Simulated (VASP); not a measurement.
Input of a VASP 6.6.1 run:

INCAR

```
  PREC = Accurate
  ENCUT = 520
  EDIFF = 1E-7
  ISMEAR = -1
  SIGMA = 0.05
  LREAL = False
  LASPH = True
  NELM = 60
  ALGO = Normal
  ISIF = 2
  LWAVE = False
  LCHARG = False
  GGA = PS
  NBANDS = 12
```

The input KPOINTS:

```
regular mesh
0
Gamma
  11 11 11
```

Contents of POSCAR:

```
Ag
1.0
    0.0000000000      1.9208277106      1.9208277106
    1.9208277106      0.0000000000      1.9208277106
    1.9208277106      1.9208277106      0.0000000000
Ag
1
Direct
    0.0000000000      0.0000000000      0.0000000000
```

Potentials or basis: VASP PAW PBE potentials, release 64 (Ag).

Launch:

```sh
$ cat potpaw_PBE.64/Ag/POTCAR > POTCAR
$ mpirun -np 1 vasp_std > vasp.out
```

(1) Predict the pressure.

Results:

(1) 29.5 GPa.

Caveat: the PAW data sets were made with another functional, which shifts forces and pressure a little.
